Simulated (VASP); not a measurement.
# Pt in VASP: single point with PBE+D3(BJ)

Aim: the single point of Pt with PBE+D3(BJ).

Everything below comes from runs of VASP 6.6.1. Logs are shortened: lines on timing, memory, paths and dates and some standing lists are left out, and cuts for length are marked.

### 1 The cell of the first run

The cell holds a slab with vacuum, 12 atoms: a = 4.812 Å, b = 4.812 Å, c = 23.805 Å, α = 90.00°, β = 90.00°, γ = 120.00°.

### 2 Single point, PBE+D3(BJ)

INCAR

```
SYSTEM = Pt
PREC = Accurate
ENCUT = 520
EDIFF = 1E-6
ISMEAR = 0
SIGMA = 0.1
LREAL = .False.
LASPH = .True.
NELM = 80
ALGO = Normal
ISIF = 2
LWAVE = .False.
LCHARG = .False.
LDIPOL = .True.
IDIPOL = 3
DIPOL = 0.5 0.5 0.500
GGA = PE
IVDW = 12
NBANDS = 72
```

KPOINTS

```
Automatic mesh
0
Gamma
  6 6 1
  0 0 0
```

POSCAR

```
Pt
1.0
    4.8115405456      0.0000000000      0.0000000000
   -2.4057702728      4.1669163438      0.0000000000
    0.0000000000      0.0000000000     23.8045458955
Pt
12
Direct
    0.0000000000      0.3333333333      0.3570746545
    0.3333333333      0.0000000000      0.3570746545
    0.6666666667      0.6666666667      0.3570746545
    0.3333333333      0.3333333333      0.4523582182
    0.6666666667      0.0000000000      0.4523582182
    0.0000000000      0.6666666667      0.4523582182
    0.6666666667      0.3333333333      0.5473041563
    0.0000000000      0.0000000000      0.5473041563
    0.3333333333      0.6666666667      0.5473041563
    0.0000000000      0.3333333333      0.6439700240
    0.3333333333      0.0000000000      0.6439700240
    0.6666666667      0.6666666667      0.6439700240
```

Potentials or basis: VASP PAW PBE potentials, release 64 (Pt).

On the command line:

```sh
> cat potpaw_PBE.64/Pt/POTCAR > POTCAR
> mpirun -np 1 vasp_std > vasp.out
```

OUTCAR:

```text
SYSTEM = Pt
   PREC = Accurate
   ENCUT = 520
   EDIFF = 1E-6
   ISMEAR = 0
   LREAL = .False.
   LASPH = .True.
   NELM = 80
   ISIF = 2
   GGA = PE
   IVDW = 12
 IVDW          = 12

 ion  position               nearest neighbor table
   1  0.000  0.333  0.357-   3 2.78   2 2.78   5 2.78   4 2.78   2 2.78   3 2.78   3 2.78   2 2.78
                             6 2.78
   2  0.333  0.000  0.357-   1 2.78   3 2.78   6 2.78   4 2.78   1 2.78   3 2.78   1 2.78   3 2.78
                             5 2.78
   3  0.667  0.667  0.357-   1 2.78   2 2.78   5 2.78   6 2.78   2 2.78   2 2.78   1 2.78   1 2.78
                             4 2.78
   4  0.333  0.333  0.452-   8 2.77   9 2.77   7 2.77   6 2.78   5 2.78   2 2.78   1 2.78   5 2.78
                             6 2.78   6 2.78   5 2.78   3 2.78
   5  0.667  0.000  0.452-   7 2.77   8 2.77   9 2.77   6 2.78   4 2.78   1 2.78   3 2.78   6 2.78
                             4 2.78   4 2.78   6 2.78   2 2.78
   6  0.000  0.667  0.452-   8 2.77   9 2.77   7 2.77   4 2.78   5 2.78   2 2.78   3 2.78   5 2.78
                             4 2.78   5 2.78   4 2.78   1 2.78
   7  0.667  0.333  0.547-   5 2.77   6 2.77   4 2.77   9 2.78   8 2.78   9 2.78   8 2.78   8 2.78
                             9 2.78  10 2.80  11 2.80  12 2.80
   8  0.000  0.000  0.547-   4 2.77   6 2.77   5 2.77   7 2.78   9 2.78   9 2.78   7 2.78   7 2.78
                             9 2.78  10 2.80  12 2.80  11 2.80
   9  0.333  0.667  0.547-   6 2.77   5 2.77   4 2.77   7 2.78   8 2.78   7 2.78   8 2.78   8 2.78
                             7 2.78  11 2.80  10 2.80  12 2.80
  10  0.000  0.333  0.644-  12 2.78  11 2.78  11 2.78  12 2.78  12 2.78  11 2.78   8 2.80   7 2.80
                             9 2.80
  11  0.333  0.000  0.644-  10 2.78  12 2.78  10 2.78  12 2.78  10 2.78  12 2.78   9 2.80   8 2.80
                             7 2.80
  12  0.667  0.667  0.644-  10 2.78  11 2.78  11 2.78  11 2.78  10 2.78  10 2.78   8 2.80   7 2.80
                             9 2.80

  LATTYP: Found a hexagonal cell.
 ALAT       =     4.8115405456
 C/A-ratio  =     4.9473854933

  Lattice vectors:

 A1 = (   4.8115405456,   0.0000000000,   0.0000000000)
 A2 = (  -2.4057702728,   4.1669163438,   0.0000000000)
 A3 = (   0.0000000000,   0.0000000000,  23.8045458955)

Analysis of symmetry for initial positions (statically):
=====================================================================
 Subroutine PRICEL returns following result:

  LATTYP: Found a hexagonal cell.
 ALAT       =     2.7779442289
 C/A-ratio  =     8.5691230398

  Lattice vectors:

 A1 = (  -2.4057702723,  -1.3889721149,   0.0000000000)
 A2 = (   2.4057702726,  -1.3889721145,   0.0000000000)
 A3 = (   0.0000000000,   0.0000000000,  23.8045458955)

   3 primitive cells build up your supercell.

 Routine SETGRP: Setting up the symmetry group for a
 hexagonal supercell.

 Subroutine GETGRP returns: Found  6 space group operations
 (whereof  6 operations were pure point group operations)
 out of a pool of 24 trial point group operations.

The static configuration has the point symmetry C_3v.

Analysis of symmetry for dynamics (positions and initial velocities):
=====================================================================
 Subroutine PRICEL returns following result:

  LATTYP: Found a hexagonal cell.
 ALAT       =     2.7779442289
 C/A-ratio  =     8.5691230398

  Lattice vectors:

 A1 = (  -2.4057702723,  -1.3889721149,   0.0000000000)
 A2 = (   2.4057702726,  -1.3889721145,   0.0000000000)
 A3 = (   0.0000000000,   0.0000000000,  23.8045458955)

   3 primitive cells build up your supercell.

 Routine SETGRP: Setting up the symmetry group for a
 hexagonal supercell.

 Subroutine GETGRP returns: Found  6 space group operations
 (whereof  6 operations were pure point group operations)
 out of a pool of 24 trial point group operations.

The dynamic configuration has the point symmetry C_3v.

 Subroutine INISYM returns: Found  6 space group operations
 (whereof  6 operations are pure point group operations),
 and found     3 'primitive' translations

----------------------------------------------------------------------------------------

                                     Primitive cell

  volume of cell :     159.0881

  direct lattice vectors                    reciprocal lattice vectors
    -2.405770272 -1.388972115  0.000000000    -0.207833643 -0.359978429  0.000000000
     2.405770273 -1.388972114  0.000000000     0.207833643 -0.359978429  0.000000000
     0.000000000  0.000000000 23.804545895     0.000000000  0.000000000  0.042008783

  length of vectors
     2.777944229  2.777944229 23.804545895     0.415667286  0.415667286  0.042008783

  position of ions in fractional coordinates (direct lattice)
     0.666666667  0.333333333  0.357074655
     0.333333333  0.666666667  0.452358218
     0.000000000  0.000000000  0.547304156
     0.666666667  0.333333333  0.643970024

  ion indices of the primitive-cell ions
   primitive index   ion index
                 1           1
                 2           4
                 3           7
                 4          10

----------------------------------------------------------------------------------------

 KPOINTS: Automatic mesh

Automatic generation of k-mesh.
 Grid dimensions read from file:
 generate k-points for:    6    6    1

 Generating k-lattice:

  Cartesian coordinates                     Fractional coordinates (reciprocal lattice)
     0.034638940  0.019998802  0.000000000     0.166666667  0.000000000  0.000000000
     0.000000000  0.039997603  0.000000000     0.000000000  0.166666667  0.000000000
     0.000000000  0.000000000  0.042008783     0.000000000  0.000000000  1.000000000

  Length of vectors
     0.039997603  0.039997603  0.042008783

  Shift w.r.t. Gamma in fractional coordinates (k-lattice)
     0.000000000  0.000000000  0.000000000

 Subroutine IBZKPT returns following result:
 ===========================================

 Found      7 irreducible k-points:

 Following reciprocal coordinates:
            Coordinates               Weight
  0.000000  0.000000  0.000000      1.000000
  0.166667  0.000000  0.000000      6.000000
  0.333333  0.000000  0.000000      6.000000
  0.500000 -0.000000  0.000000      3.000000
  0.166667  0.166667  0.000000      6.000000
  0.333333  0.166667  0.000000     12.000000
  0.333333  0.333333  0.000000      2.000000
   k-points           NKPTS =      7   k-points in BZ     NKDIM =      7   number of bands    NBANDS=     72
   number of dos      NEDOS =    301   number of ions     NIONS =     12
   total plane-waves  NPLWV = 233280
   dimension x,y,z NGX =    36 NGY =   36 NGZ =  180
   dimension x,y,z NGXF=    72 NGYF=   72 NGZF=  360
   ions per type =              12
   NGX,Y,Z   is equivalent  to a cutoff of  12.44, 12.44, 12.57 a.u.
   NGXF,Y,Z  is equivalent  to a cutoff of  24.88, 24.88, 25.14 a.u.
 SYSTEM =  Pt
   PREC   = accura    normal or accurate (medium, high low for compatibility)
   ISTART =      0    job   : 0-new  1-cont  2-samecut
   ICHARG =      2    charge: 1-file 2-atom 10-const
   ISPIN  =      1    spin polarized calculation?
   LNONCOLLINEAR =      F non collinear calculations
   LSORBIT =      F    spin-orbit coupling
   LASPH  =      T    aspherical Exc in radial PAW
   ENCUT  =  520.0 eV  38.22 Ry    6.18 a.u.   8.95  8.95 44.26*2*pi/ulx,y,z
   NELM   =     80;   NELMIN=  2; NELMDL= -5     # of ELM steps
   EDIFF  = 0.1E-05   stopping-criterion for ELM
   LREAL  =      F    real-space projection
   EDIFFG = 0.1E-04   stopping-criterion for IOM
   NSW    =      0    number of steps for IOM
   IBRION =     -1    ionic relax: 0-MD 1-quasi-New 2-CG
   NFREE  =      0    steps in history (QN), initial steepest desc. (CG)
   ISIF   =      2    stress and relaxation
   ISYM   =      2    0-nonsym 1-usesym 2-fastsym
   POTIM  = 0.5000    time-step for ionic-motion
   TEBEG  =    0.0;   TEEND  =   0.0 temperature during run
   PSTRESS=    0.0 pullay stress
   NELECT =     120.0000    total number of electrons
   NUPDOWN=      -1.0000    fix difference up-down
   EMIN   =  10.00;   EMAX   =-10.00  energy-range for DOS
   EFERMI =   0.00;   METHOD = LEGACY
   ISMEAR =     0;   SIGMA  =   0.10  broadening in eV -4-tet -1-fermi 0-gaus
   EFERMI_NEDOS =   21; number of points for ismear=-14 and -15
   IALGO  =     38    algorithm
   IMIX   =      4    mixing-type and parameters
     AMIX     =   0.40;   BMIX     =  1.00
     AMIX_MAG =   1.60;   BMIX_MAG =  1.00
  volume/ion in A,a.u.               =      39.77       268.39
  Fermi-wavevector in a.u.,A,eV,Ry     =   1.033274  1.952605 14.526339  1.067656
  Thomas-Fermi vector in A             =   2.167513
   LORBIT       =      0    0 simple, 1 ext, 2 COOP (PROOUT), +10 PAW based schemes
   GGA     = PE    functional components
   LHFCALC =     F    Hartree Fock is set to
   AEXX    =    0.0000 exact exchange contribution
   IVDW    =    12    specifies the selected vdW correction
   LEPSILON=     F    determine dielectric tensor
   LRPA    =     F    only Hartree local field effects (RPA)
 non-spin polarized calculation
 Gauss-broadening in eV      SIGMA  =   0.10
  energy-cutoff  :      520.00
  volume of cell :      477.26
 maximum number of plane-waves:     12891
 NGX is ok and might be reduce to    36
   NGX = 17   NGY = 17   NGZ = 89

 dipolmoment           0.000000      0.000000     -0.147547 electrons x Angstroem

 number of electron     119.9999985 magnetization

 dipolmoment           0.000000      0.000000      0.001396 electrons x Angstroem

 Free energy of the ion-electron system (eV)
  ---------------------------------------------------
  ext. energy  EPLUGINS =         0.00000000
  ---------------------------------------------------
  free energy    TOTEN  =       -69.68579339 eV

  energy without entropy =      -69.55223211  energy(sigma->0) =      -69.61901275

 E-fermi :   0.6847     XC(G=0):  -5.9090

 val. band max:        0.6811274392   @ k =   0.3333   0.1667   0.0000
 cond. band min:       0.6975923060   @ k =   0.3333   0.0000   0.0000
 fundamental gap:      0.0164648667
 Fermi energy:         0.6847224437

 k-point     1 :       0.0000    0.0000    0.0000
  band No.  band energies     occupation
      1      -8.8738      2.00000
      2      -7.5232      2.00000
      3      -6.4037      2.00000
      4      -6.3348      2.00000
      5      -4.7262      2.00000
      6      -4.7262      2.00000
[... 64 lines left out ...]
     71       5.6170      0.00000
     72       6.1314      0.00000

 k-point     2 :       0.1667    0.0000    0.0000
  band No.  band energies     occupation
      1      -8.5526      2.00000
      2      -7.2078      2.00000
      3      -6.0841      2.00000
      4      -6.0309      2.00000
      5      -5.1889      2.00000
      6      -5.1198      2.00000
[... 64 lines left out ...]
     71       5.7590      0.00000
     72       5.9382      0.00000

 k-point     3 :       0.3333    0.0000    0.0000
  band No.  band energies     occupation
      1      -7.6696      2.00000
      2      -6.3877      2.00000
      3      -5.8070      2.00000
      4      -5.6881      2.00000
      5      -5.4535      2.00000
      6      -5.3138      2.00000
[... 289 lines left out ...]
     71       4.3273      0.00000
     72       5.0676      0.00000

 k-point     7 :       0.3333    0.3333    0.0000
  band No.  band energies     occupation
      1      -6.3258      2.00000
      2      -6.3258      2.00000
      3      -6.3258      2.00000
      4      -5.7462      2.00000
      5      -5.7462      2.00000
      6      -5.7462      2.00000
[... 64 lines left out ...]
     71       3.9782      0.00000
     72       3.9782      0.00000

------------------------ aborting loop because EDIFF is reached ----------------------------------------

 vacuum level on the upper side and lower side of the slab       (xc-potential included)        -0.195        -0.211

 Edisp (eV)   -6.90013

 E8    (eV) :    -3.2752

  FORCE on cell =-STRESS in cart. coord.  units (eV):
  Direction    XX          YY          ZZ          XY          YZ          ZX
  --------------------------------------------------------------------------------------
  -------------------------------------------------------------------------------------
  Total     -13.17922   -13.17922     1.17190    -0.00000     0.00000     0.00000
  in kB     -44.24267   -44.24267     3.93406    -0.00000     0.00000     0.00000
  external pressure =      -28.18 kB  Pullay stress =        0.00 kB

 VOLUME and BASIS-vectors are now :
 -----------------------------------------------------------------------------
  energy-cutoff  :      520.00
  volume of cell :      477.26
      direct lattice vectors                 reciprocal lattice vectors
     4.811540546  0.000000000  0.000000000     0.207833643  0.119992810  0.000000000
    -2.405770273  4.166916344  0.000000000     0.000000000  0.239985619  0.000000000
     0.000000000  0.000000000 23.804545895     0.000000000  0.000000000  0.042008783

 POSITION                                       TOTAL-FORCE (eV/Angst)
 -----------------------------------------------------------------------------------
     -0.80192      1.38897      8.50000        -0.000000      0.000000     -0.223123
      1.60385      0.00000      8.50000        -0.000000      0.000000     -0.223123
      1.60385      2.77794      8.50000        -0.000000      0.000000     -0.223123
      0.80192      1.38897     10.76818        -0.000000     -0.000000      0.242966
      3.20769      0.00000     10.76818        -0.000000     -0.000000      0.242966
     -1.60385      2.77794     10.76818        -0.000000     -0.000000      0.242966
      2.40577      1.38897     13.02833         0.000000      0.000000     -0.018124
      0.00000      0.00000     13.02833         0.000000      0.000000     -0.018124
     -0.00000      2.77794     13.02833        -0.000000     -0.000000     -0.018124
     -0.80192      1.38897     15.32941        -0.000000     -0.000000     -0.001720
      1.60385      0.00000     15.32941        -0.000000      0.000000     -0.001720
      1.60385      2.77794     15.32941        -0.000000      0.000000     -0.001720
 -----------------------------------------------------------------------------------
    total drift:                               -0.000000     -0.000000     -0.000305

  FREE ENERGIE OF THE ION-ELECTRON SYSTEM (eV)
  ---------------------------------------------------
  free  energy   TOTEN  =       -76.5859274455 eV

  energy  without entropy=      -76.4523661665  energy(sigma->0) =      -76.51914681

 vacuum level on the upper side and lower side of the slab         6.228         6.206
```

It took 8.5 min on 1 thread of Intel Xeon Platinum 8488C (Sapphire Rapids), shared host; peak memory 0.59 GiB.

Results:

| Item | Value |
| --- | --- |
| Free energy | -76.5859 eV |
| Largest force | 0.243 eV/Å |
| Band gap on the k mesh | zero (bands 60 and 61 overlap by 0.40 eV) |
| Dispersion energy per atom | -0.575 eV |

Forces on the atoms (eV/Å):
```
Pt   0.000  0.000 -0.223
Pt   0.000  0.000 -0.223
Pt   0.000  0.000 -0.223
Pt   0.000  0.000  0.243
Pt   0.000  0.000  0.243
Pt   0.000  0.000  0.243
Pt   0.000  0.000 -0.018
Pt   0.000  0.000 -0.018
Pt   0.000  0.000 -0.018
Pt   0.000  0.000 -0.002
Pt   0.000  0.000 -0.002
Pt   0.000  0.000 -0.002
```

Caveat: spin-orbit coupling is left out, which moves the levels of the heavy elements.
